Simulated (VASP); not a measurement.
# GaP (lda) (F-43m) in VASP: notebook

Runs on GaP (lda). Level: LDA. Tasks: single point.

Program: VASP 6.6.1. These are calculated values, not measurements. Logs are shortened: lines on timing, memory, paths and dates and some standing lists are left out, and cuts for length are marked.

### 1 The cell of the first run

The structure is cubic, space group F-43m (No. 216). Conventional cell: a = 5.391 Å, b = 5.391 Å, c = 5.391 Å, α = 90.00°, β = 90.00°, γ = 90.00°. Ga (site symmetry -43m) has 4 P at 2.33 Å within 3.1 Å. Within 3.1 Å of P (site symmetry -43m) lie 4 Ga at 2.33 Å.

### 2 Single point, LDA

Contents of INCAR:

```
ALGO = Normal
EDIFF = 1E-6
ENCUT = 500
GGA = CA
GGA_COMPAT = False
ISIF = 2
ISMEAR = 0
LASPH = True
LCHARG = False
LREAL = False
LWAVE = False
NBANDS = 16
NELM = 120
PREC = Accurate
SIGMA = 0.01
```

Contents of KPOINTS:

```
k-points
0
Gamma
  8 8 8
```

Contents of POSCAR:

```
GaP
1.0
    0.0000000000      2.6956512308      2.6956512308
    2.6956512308      0.0000000000      2.6956512308
    2.6956512308      2.6956512308      0.0000000000
Ga P
1 1
Direct
    0.0000000000      0.0000000000      0.0000000000
    0.2500000000      0.2500000000      0.2500000000
```

Potentials or basis: VASP PAW LDA potentials, release 64 (Ga_d, P).

The run is started by

```
cat potpaw_LDA.64/Ga_d/POTCAR potpaw_LDA.64/P/POTCAR > POTCAR
mpirun -np 1 vasp_std > vasp.out
```

OUTCAR:

```text
EDIFF = 1E-6
   ENCUT = 500
   GGA = CA
   ISIF = 2
   ISMEAR = 0
   LASPH = True
   LREAL = False
   NELM = 120
   PREC = Accurate

 ion  position               nearest neighbor table
   1  0.000  0.000  0.000-   2 2.33   2 2.33   2 2.33   2 2.33
   2  0.250  0.250  0.250-   1 2.33   1 2.33   1 2.33   1 2.33

  LATTYP: Found a face centered cubic cell.
 ALAT       =     5.3913024616

  Lattice vectors:

 A1 = (   0.0000000000,   2.6956512308,   2.6956512308)
 A2 = (   2.6956512308,   0.0000000000,   2.6956512308)
 A3 = (   2.6956512308,   2.6956512308,   0.0000000000)

Analysis of symmetry for initial positions (statically):
=====================================================================
 Subroutine PRICEL returns:
 Original cell was already a primitive cell.

 Routine SETGRP: Setting up the symmetry group for a
 face centered cubic supercell.

 Subroutine GETGRP returns: Found 24 space group operations
 (whereof 24 operations were pure point group operations)
 out of a pool of 48 trial point group operations.

The static configuration has the point symmetry T_d .

Analysis of symmetry for dynamics (positions and initial velocities):
=====================================================================
 Subroutine PRICEL returns:
 Original cell was already a primitive cell.

 Routine SETGRP: Setting up the symmetry group for a
 face centered cubic supercell.

 Subroutine GETGRP returns: Found 24 space group operations
 (whereof 24 operations were pure point group operations)
 out of a pool of 48 trial point group operations.

The dynamic configuration has the point symmetry T_d .

 Subroutine INISYM returns: Found 24 space group operations
 (whereof 24 operations are pure point group operations),
 and found     1 'primitive' translations

----------------------------------------------------------------------------------------

                                     Primitive cell

  volume of cell :      39.1761

  direct lattice vectors                    reciprocal lattice vectors
     0.000000000  2.695651231  2.695651231    -0.185483936  0.185483936  0.185483936
     2.695651231  0.000000000  2.695651231     0.185483936 -0.185483936  0.185483936
     2.695651231  2.695651231  0.000000000     0.185483936  0.185483936 -0.185483936

  length of vectors
     3.812226530  3.812226530  3.812226530     0.321267601  0.321267601  0.321267601

  position of ions in fractional coordinates (direct lattice)
     0.000000000  0.000000000  0.000000000
     0.250000000  0.250000000  0.250000000

  ion indices of the primitive-cell ions
   primitive index   ion index
                 1           1
                 2           2

----------------------------------------------------------------------------------------

 KPOINTS: k-points

Automatic generation of k-mesh.
 Grid dimensions read from file:
 generate k-points for:    8    8    8

 Generating k-lattice:

  Cartesian coordinates                     Fractional coordinates (reciprocal lattice)
    -0.023185492  0.023185492  0.023185492     0.125000000  0.000000000  0.000000000
     0.023185492 -0.023185492  0.023185492     0.000000000  0.125000000  0.000000000
     0.023185492  0.023185492 -0.023185492     0.000000000  0.000000000  0.125000000

  Length of vectors
     0.040158450  0.040158450  0.040158450

  Shift w.r.t. Gamma in fractional coordinates (k-lattice)
     0.000000000  0.000000000  0.000000000

 Subroutine IBZKPT returns following result:
 ===========================================

 Found     29 irreducible k-points:

 Following reciprocal coordinates:
            Coordinates               Weight
  0.000000  0.000000  0.000000      1.000000
  0.125000  0.000000  0.000000      8.000000
  0.250000  0.000000  0.000000      8.000000
  0.375000  0.000000  0.000000      8.000000
  0.500000  0.000000  0.000000      4.000000
  0.125000  0.125000  0.000000      6.000000
[... 16 lines left out ...]
  0.500000  0.250000  0.125000     48.000000
 -0.375000  0.250000  0.125000     24.000000
 [... further k-points ...]
   k-points           NKPTS =     29   k-points in BZ     NKDIM =     29   number of bands    NBANDS=     16
   number of dos      NEDOS =    301   number of ions     NIONS =      2
   total plane-waves  NPLWV =  21952
   dimension x,y,z NGX =    28 NGY =   28 NGZ =   28
   dimension x,y,z NGXF=    56 NGYF=   56 NGZF=   56
   ions per type =               1   1
   NGX,Y,Z   is equivalent  to a cutoff of  12.21, 12.21, 12.21 a.u.
   NGXF,Y,Z  is equivalent  to a cutoff of  24.42, 24.42, 24.42 a.u.
 SYSTEM =  unknown system
   PREC   = accura    normal or accurate (medium, high low for compatibility)
   ISTART =      0    job   : 0-new  1-cont  2-samecut
   ICHARG =      2    charge: 1-file 2-atom 10-const
   ISPIN  =      1    spin polarized calculation?
   LNONCOLLINEAR =      F non collinear calculations
   LSORBIT =      F    spin-orbit coupling
   LASPH  =      T    aspherical Exc in radial PAW
   ENCUT  =  500.0 eV  36.75 Ry    6.06 a.u.   6.95  6.95  6.95*2*pi/ulx,y,z
   NELM   =    120;   NELMIN=  2; NELMDL= -5     # of ELM steps
   EDIFF  = 0.1E-05   stopping-criterion for ELM
   LREAL  =      F    real-space projection
   EDIFFG = 0.1E-04   stopping-criterion for IOM
   NSW    =      0    number of steps for IOM
   IBRION =     -1    ionic relax: 0-MD 1-quasi-New 2-CG
   NFREE  =      0    steps in history (QN), initial steepest desc. (CG)
   ISIF   =      2    stress and relaxation
   ISYM   =      2    0-nonsym 1-usesym 2-fastsym
   POTIM  = 0.5000    time-step for ionic-motion
   TEBEG  =    0.0;   TEEND  =   0.0 temperature during run
   PSTRESS=    0.0 pullay stress
   NELECT =      18.0000    total number of electrons
   NUPDOWN=      -1.0000    fix difference up-down
   EMIN   =  10.00;   EMAX   =-10.00  energy-range for DOS
   EFERMI =   0.00;   METHOD = LEGACY
   ISMEAR =     0;   SIGMA  =   0.01  broadening in eV -4-tet -1-fermi 0-gaus
   EFERMI_NEDOS =   21; number of points for ismear=-14 and -15
   IALGO  =     38    algorithm
   IMIX   =      4    mixing-type and parameters
     AMIX     =   0.40;   BMIX     =  1.00
     AMIX_MAG =   1.60;   BMIX_MAG =  1.00
  volume/ion in A,a.u.               =      19.59       132.19
  Fermi-wavevector in a.u.,A,eV,Ry     =   1.263258  2.387211 21.712451  1.595820
  Thomas-Fermi vector in A             =   2.396624
   LORBIT       =      0    0 simple, 1 ext, 2 COOP (PROOUT), +10 PAW based schemes
   GGA     = CA    functional components
   LHFCALC =     F    Hartree Fock is set to
   AEXX    =    0.0000 exact exchange contribution
   IVDW    =     0    specifies the selected vdW correction
   LEPSILON=     F    determine dielectric tensor
   LRPA    =     F    only Hartree local field effects (RPA)
 non-spin polarized calculation
 Gauss-broadening in eV      SIGMA  =   0.01
  energy-cutoff  :      500.00
  volume of cell :       39.18
 maximum number of plane-waves:      1006
   NGX = 13   NGY = 13   NGZ = 13

 number of electron      17.9999998 magnetization

 Free energy of the ion-electron system (eV)
  ---------------------------------------------------
  ext. energy  EPLUGINS =         0.00000000
  ---------------------------------------------------
  free energy    TOTEN  =       -10.45066235 eV

  energy without entropy =      -10.45066235  energy(sigma->0) =      -10.45066235

 E-fermi :   4.9422     XC(G=0): -10.3108

 val. band max:        4.8485515909   @ k =   0.0000   0.0000   0.0000
 cond. band min:       6.2781652667   @ k =   0.5000   0.5000   0.0000
 fundamental gap:      1.4296136759
 Fermi energy:         4.9422260170

 k-point     1 :       0.0000    0.0000    0.0000
  band No.  band energies     occupation
      1      -9.9174      2.00000
      2      -9.9174      2.00000
      3      -9.9174      2.00000
      4      -9.8090      2.00000
      5      -9.8090      2.00000
      6      -7.9120      2.00000
[... 8 lines left out ...]
     15      14.6926      0.00000
     16      14.6926      0.00000

 k-point     2 :       0.1250    0.0000    0.0000
  band No.  band energies     occupation
      1      -9.9319      2.00000
      2      -9.9122      2.00000
      3      -9.9122      2.00000
      4      -9.8091      2.00000
      5      -9.8091      2.00000
      6      -7.7009      2.00000
[... 8 lines left out ...]
     15      14.0101      0.00000
     16      14.4240      0.00000

 k-point     3 :       0.2500    0.0000    0.0000
  band No.  band energies     occupation
      1      -9.9638      2.00000
      2      -9.9012      2.00000
      3      -9.9012      2.00000
      4      -9.8077      2.00000
      5      -9.8077      2.00000
      6      -7.1006      2.00000
[... 8 lines left out ...]
     15      13.8109      0.00000
     16      14.6124      0.00000

 k-point     4 :       0.3750    0.0000    0.0000
  band No.  band energies     occupation
      1      -9.9924      2.00000
      2      -9.8929      2.00000
      3      -9.8929      2.00000
      4      -9.8035      2.00000
      5      -9.8035      2.00000
      6      -6.2524      2.00000
[... 8 lines left out ...]
     15      15.0519      0.00000
     16      15.0519      0.00000

 k-point     5 :       0.5000    0.0000    0.0000
  band No.  band energies     occupation
      1     -10.0036      2.00000
      2      -9.8904      2.00000
      3      -9.8904      2.00000
      4      -9.8009      2.00000
      5      -9.8009      2.00000
      6      -5.7186      2.00000
[... 8 lines left out ...]
     15      16.6193      0.00000
     16      16.6193      0.00000

 k-point     6 :       0.1250    0.1250    0.0000
  band No.  band energies     occupation
      1      -9.9413      2.00000
      2      -9.9073      2.00000
      3      -9.9073      2.00000
      4      -9.8137      2.00000
      5      -9.8055      2.00000
      6      -7.6310      2.00000
[... 8 lines left out ...]
     15      14.8128      0.00000
     16      14.9415      0.00000

 k-point     7 :       0.2500    0.1250    0.0000
  band No.  band energies     occupation
      1      -9.9663      2.00000
      2      -9.8981      2.00000
      3      -9.8958      2.00000
      4      -9.8172      2.00000
      5      -9.8022      2.00000
      6      -7.1596      2.00000
[... 8 lines left out ...]
     15      14.9097      0.00000
     16      15.9021      0.00000

 k-point     8 :       0.3750    0.1250    0.0000
  band No.  band energies     occupation
      1      -9.9910      2.00000
      2      -9.8909      2.00000
      3      -9.8863      2.00000
      4      -9.8153      2.00000
      5      -9.7991      2.00000
      6      -6.3759      2.00000
[... 8 lines left out ...]
     15      15.6256      0.00000
     16      15.7920      0.00000

 k-point     9 :       0.5000    0.1250    0.0000
  band No.  band energies     occupation
      1     -10.0045      2.00000
      2      -9.8880      2.00000
      3      -9.8831      2.00000
      4      -9.8086      2.00000
      5      -9.7995      2.00000
      6      -5.6387      2.00000
[... 8 lines left out ...]
     15      16.6201      0.00000
     16      16.8295      0.00000
[... 172 lines left out ...]
 k-point    19 :       0.5000    0.3750    0.0000
  band No.  band energies     occupation
      1     -10.0326      2.00000
      2      -9.8567      2.00000
      3      -9.8512      2.00000
      4      -9.8413      2.00000
      5      -9.7885      2.00000
      6      -4.9973      2.00000
[... 8 lines left out ...]
     15      16.9579      0.00000
     16      18.1959      0.00000

 k-point    20 :      -0.3750    0.3750    0.0000
  band No.  band energies     occupation
      1     -10.0237      2.00000
      2      -9.8676      2.00000
      3      -9.8556      2.00000
      4      -9.8310      2.00000
      5      -9.7956      2.00000
      6      -4.7892      2.00000
[... 8 lines left out ...]
     15      15.2822      0.00000
     16      19.6620      0.00000

 k-point    21 :       0.5000    0.5000    0.0000
  band No.  band energies     occupation
      1     -10.0412      2.00000
      2      -9.8497      2.00000
      3      -9.8457      2.00000
      4      -9.8457      2.00000
      5      -9.7850      2.00000
      6      -4.7548      2.00000
[... 8 lines left out ...]
     15      17.3566      0.00000
     16      17.9176      0.00000

 k-point    22 :       0.3750    0.2500    0.1250
  band No.  band energies     occupation
      1      -9.9879      2.00000
      2      -9.8883      2.00000
      3      -9.8838      2.00000
      4      -9.8213      2.00000
      5      -9.7991      2.00000
      6      -6.5890      2.00000
[... 8 lines left out ...]
     15      16.0347      0.00000
     16      17.2620      0.00000

 k-point    23 :       0.5000    0.2500    0.1250
  band No.  band energies     occupation
      1     -10.0036      2.00000
      2      -9.8845      2.00000
      3      -9.8738      2.00000
      4      -9.8190      2.00000
      5      -9.7992      2.00000
      6      -5.7861      2.00000
[... 8 lines left out ...]
     15      16.4117      0.00000
     16      17.7205      0.00000

 k-point    24 :      -0.3750    0.2500    0.1250
  band No.  band energies     occupation
      1     -10.0094      2.00000
      2      -9.8841      2.00000
      3      -9.8703      2.00000
      4      -9.8151      2.00000
      5      -9.8010      2.00000
      6      -5.2876      2.00000
[... 8 lines left out ...]
     15      16.8444      0.00000
     16      17.4333      0.00000

 [... further k-points ...]

------------------------ aborting loop because EDIFF is reached ----------------------------------------

  FORCE on cell =-STRESS in cart. coord.  units (eV):
  Direction    XX          YY          ZZ          XY          YZ          ZX
  --------------------------------------------------------------------------------------
  -------------------------------------------------------------------------------------
  Total        0.0181675      0.0181675      0.0181675      0.0000000      0.0000000      0.0000000
  in kB        0.7429919      0.7429919      0.7429919      0.0000000      0.0000000      0.0000000
  external PRESSURE =       0.7429919 kB  Pullay stress =       0.0000000 kB

 VOLUME and BASIS-vectors are now :
 -----------------------------------------------------------------------------
  energy-cutoff  :      500.00
  volume of cell :       39.18
      direct lattice vectors                 reciprocal lattice vectors
     0.000000000  2.695651231  2.695651231    -0.185483936  0.185483936  0.185483936
     2.695651231  0.000000000  2.695651231     0.185483936 -0.185483936  0.185483936
     2.695651231  2.695651231  0.000000000     0.185483936  0.185483936 -0.185483936

 POSITION                                       TOTAL-FORCE (eV/Angst)
 -----------------------------------------------------------------------------------
      0.00000      0.00000      0.00000         0.000000      0.000000      0.000000
      1.34783      1.34783      1.34783        -0.000000     -0.000000     -0.000000
 -----------------------------------------------------------------------------------
    total drift:                                0.000000      0.000000      0.000000

  FREE ENERGIE OF THE ION-ELECTRON SYSTEM (eV)
  ---------------------------------------------------
  free  energy   TOTEN  =       -10.4506623470 eV

  energy  without entropy=      -10.4506623470  energy(sigma->0) =      -10.45066235
```

Wall time 22 s (1 thread of AMD EPYC 7R43 (Zen 3), shared host); peak memory 0.11 GiB.

What came out:

- Free energy: -10.4507 eV
- Pressure: 0.1 GPa
- Band gap on the k mesh: 1.43 eV, indirect (least direct gap 1.91 eV)

A k mesh can miss the band edges. Expect the measured gap to be larger: semilocal functionals such as LDA lack the derivative discontinuity.

(Continued in part 2 of 2.)
